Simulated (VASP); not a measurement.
# Si2W (I4/mmm) in VASP: a series of runs, part 2 of 2

VASP 6.6.1.

**5. Single point, LDA (13.15 Å³/atom)**

This run uses another cell than the first one, of 13.15 Å³/atom.

Contents of INCAR:

```
SYSTEM = Si2W
ALGO = Normal ; EDIFF = 1E-7
ENCUT = 520 ; ISIF = 2
ISMEAR = 0 ; LASPH = .True.
LCHARG = .False. ; LREAL = .False.
LWAVE = .False. ; NBANDS = 18
NELM = 60 ; PREC = Accurate
SIGMA = 0.15
```

Contents of KPOINTS:

```
k-points
0
Gamma
  20 20 20
  0 0 0
```

Contents of POSCAR:

```
Si2W
1.0
   -1.4990974524      1.4990974524      4.3875584238
    1.4990974524     -1.4990974524      4.3875584238
    1.4990974524      1.4990974524     -4.3875584238
Si W
2 1
Direct
    0.3346644983      0.3346644983      0.0000000000
    0.6653355017      0.6653355017      0.0000000000
    0.0000000000      0.0000000000      0.0000000000
```

Potentials or basis: VASP PAW LDA potentials, release 64 (Si, W_sv).

Command:

```console
$ cat potpaw_LDA.64/Si/POTCAR potpaw_LDA.64/W_sv/POTCAR > POTCAR
$ mpirun -np 1 vasp_std > vasp.out
```

OUTCAR:

```text
SYSTEM = Si2W
   EDIFF = 1E-7
   ENCUT = 520
   ISIF = 2
   ISMEAR = 0
   LASPH = .True.
   LREAL = .False.
   NELM = 60
   PREC = Accurate

 ion  position               nearest neighbor table
   1  0.335  0.335  0.000-   3 2.57   3 2.57   3 2.57   3 2.57   2 2.59   2 2.59   2 2.59   2 2.59
                             2 2.90   3 2.94
   2  0.665  0.665  0.000-   3 2.57   3 2.57   3 2.57   3 2.57   1 2.59   1 2.59   1 2.59   1 2.59
                             1 2.90   3 2.94
   3  0.000  0.000  0.000-   2 2.57   2 2.57   2 2.57   1 2.57   2 2.57   1 2.57   1 2.57   1 2.57
                             1 2.94   2 2.94

  LATTYP: Found a body centered tetragonal cell.
 ALAT       =     2.9981949048
 C/A-ratio  =     2.9268000001
[... 701 lines left out ...]
  -------------------------------------------------------------------------------------
  Total        5.2616554      5.2616554     -7.5633939      0.0000000      0.0000000     -0.0000000
  in kB      213.7422378    213.7422378   -307.2448869      0.0000000      0.0000000     -0.0000000
  external PRESSURE =      40.0798629 kB  Pullay stress =       0.0000000 kB

 VOLUME and BASIS-vectors are now :
 -----------------------------------------------------------------------------
  energy-cutoff  :      520.00
  volume of cell :       39.44
      direct lattice vectors                 reciprocal lattice vectors
    -1.499097452  1.499097452  4.387558424     0.000000000  0.333534020  0.113958596
     1.499097452 -1.499097452  4.387558424     0.333534020  0.000000000  0.113958596
     1.499097452  1.499097452 -4.387558424     0.333534020  0.333534020  0.000000000

 POSITION                                       TOTAL-FORCE (eV/Angst)
 -----------------------------------------------------------------------------------
      0.00000      0.00000      2.93672         0.000000      0.000000      0.236795
      0.00000      0.00000      5.83840        -0.000000     -0.000000     -0.236795
      0.00000      0.00000      0.00000         0.000000      0.000000      0.000000
 -----------------------------------------------------------------------------------
    total drift:                               -0.000000     -0.000000      0.000000

  FREE ENERGIE OF THE ION-ELECTRON SYSTEM (eV)
  ---------------------------------------------------
  free  energy   TOTEN  =       -26.4396345815 eV

  energy  without entropy=      -26.4270877146  energy(sigma->0) =      -26.43336115
```

It took 5.3 min on 1 thread of Intel Xeon 6975P-C (Granite Rapids), shared host; peak memory 0.52 GiB.

Results:

```yaml
Free_energy: -26.4396 eV
Pressure: 4.0 GPa
Largest_force: 0.237 eV/Å
Band_gap_on_the_k_mesh: zero (bands 11 and 12 overlap by 2.64 eV)
```

Forces in eV/Å, atoms in the order of the input:
```
Si   0.000  0.000  0.237
Si   0.000  0.000 -0.237
W    0.000  0.000  0.000
```

Stress tensor (GPa, compression positive):
```
 21.37   0.00   0.00
  0.00  21.37   0.00
  0.00   0.00 -30.72
```

Levels at points of the mesh, in eV from the Fermi level:
```csv
k point,band 7,band 8,band 9,band 10,band 11,band 12,band 13,band 14,band 15,band 16
"(0.00, 0.00, 0.00)",-6.00,-3.82,-2.04,-2.04,1.71,2.45,3.10,4.17,4.43,4.43
"(0.50, 0.00, 0.00)",-6.61,-5.16,-3.43,-1.92,0.08,2.01,2.10,4.03,4.18,6.46
"(0.50, 0.50, 0.00)",-5.88,-5.33,-4.80,-4.51,-1.56,1.35,1.70,2.18,4.04,4.11
"(0.50, 0.50, 0.50)",-4.05,-3.08,-0.65,-0.65,0.44,0.44,1.33,1.77,4.62,5.44
```

Caveat: the stress differs along the axes, from -31 to 21 GPa; spin-orbit coupling is left out, which moves the levels of the heavy elements.

**6. Single point, LDA (13.15 Å³/atom)**

This run uses another cell than the first one, of 13.15 Å³/atom.

Contents of INCAR:

```
PREC = Accurate
ENCUT = 520
EDIFF = 1E-6
ISMEAR = 0
SIGMA = 0.15
LREAL = F
LASPH = T
NELM = 80
ALGO = Normal
ISIF = 2
LWAVE = F
LCHARG = F
GGA = CA
NBANDS = 18
```

Contents of KPOINTS:

```
regular mesh
0
Gamma
  20 20 20
```

Contents of POSCAR:

```
Si2W
1.0
   -1.6924571534      1.6924571534      3.4422886043
    1.6924571534     -1.6924571534      3.4422886043
    1.6924571534      1.6924571534     -3.4422886043
Si W
2 1
Direct
    0.3346644983      0.3346644983      0.0000000000
    0.6653355017      0.6653355017      0.0000000000
    0.0000000000      0.0000000000      0.0000000000
```

Potentials or basis: VASP PAW LDA potentials, release 64 (Si, W_sv).

Command:

```console
$ cat potpaw_LDA.64/Si/POTCAR potpaw_LDA.64/W_sv/POTCAR > POTCAR
$ mpirun -np 1 vasp_std > vasp.out
```

Run time: 8.1 min. Hardware: 1 thread of Intel Xeon 8259CL, shared host; peak memory 0.5 GiB.

It converged, with:

| Property | Result |
| --- | --- |
| Free energy | -25.9461 eV |
| Pressure | 14.8 GPa |
| Largest force | 0.584 eV/Å |
| Band gap on the k mesh | zero (bands 11 and 12 overlap by 0.62 eV) |

Forces in eV/Å, atoms in the order of the input:
```
Si   0.000  0.000  0.584
Si   0.000  0.000 -0.584
W    0.000  0.000  0.000
```

Stress tensor (GPa, compression positive):
```
-17.71   0.00   0.00
  0.00 -17.71   0.00
  0.00   0.00  79.90
```

Levels at points of the mesh, in eV from the Fermi level:
| k point | band 7 | band 8 | band 9 | band 10 | band 11 | band 12 | band 13 | band 14 | band 15 | band 16 |
| --- | --- | --- | --- | --- | --- | --- | --- | --- | --- | --- |
| (0.00, 0.00, 0.00) | -3.62 | -3.62 | -2.96 | -1.19 | -0.26 | 1.95 | 1.95 | 2.66 | 3.05 | 3.95 |
| (0.50, 0.00, 0.00) | -5.18 | -4.17 | -3.65 | -2.42 | -0.84 | 1.82 | 2.04 | 4.12 | 5.34 | 5.85 |
| (0.50, 0.50, 0.00) | -6.18 | -5.24 | -5.17 | -1.91 | -1.83 | 1.97 | 2.21 | 4.65 | 5.26 | 5.28 |
| (0.50, 0.50, 0.50) | -3.94 | -3.37 | -1.88 | -1.88 | -0.18 | -0.18 | 0.20 | 4.91 | 7.33 | 7.89 |

Caveat: the stress differs along the axes, from -18 to 80 GPa; spin-orbit coupling is left out, which moves the levels of the heavy elements.

**7. Summary**

| cell | gap on the mesh (eV) | pressure (GPa) | largest force (eV/Å) |
| --- | --- | --- | --- |
| a = 4.431 Å, angles 138.5, 138.5, 60.2°, 3 atoms | none | 11.7 | 0.13 |
| a = 4.610 Å, angles 140.4, 140.4, 57.2°, 3 atoms | none | 0.4 | 0.03 |
| a = 4.383 Å, angles 136.5, 136.5, 63.3°, 3 atoms | none | 3.1 | 0.01 |
| a = 4.873 Å, angles 144.2, 144.2, 51.6°, 3 atoms | none | 4.0 | 0.24 |
| a = 4.193 Å, angles 132.4, 132.4, 69.6°, 3 atoms | none | 14.8 | 0.58 |

Alike in all rows: task single point; level LDA; potentials or basis VASP PAW LDA potentials, release 64 (Si, W_sv); no spin polarisation; k mesh 20 × 20 × 20; cutoff (eV) 520; smearing gaussian 0.15 eV.

Caveats: spin-orbit coupling is left out, which moves the levels of the heavy elements; the cell stands under pressure (at least some runs); the stress differs along the axes, from -15 to 8 GPa (at least some runs); the stress differs along the axes, from -7 to 23 GPa (at least some runs); the stress differs along the axes, from -31 to 21 GPa (at least some runs); the stress differs along the axes, from -18 to 80 GPa (at least some runs).

Absolute energies hang on the potentials; compare differences alone.
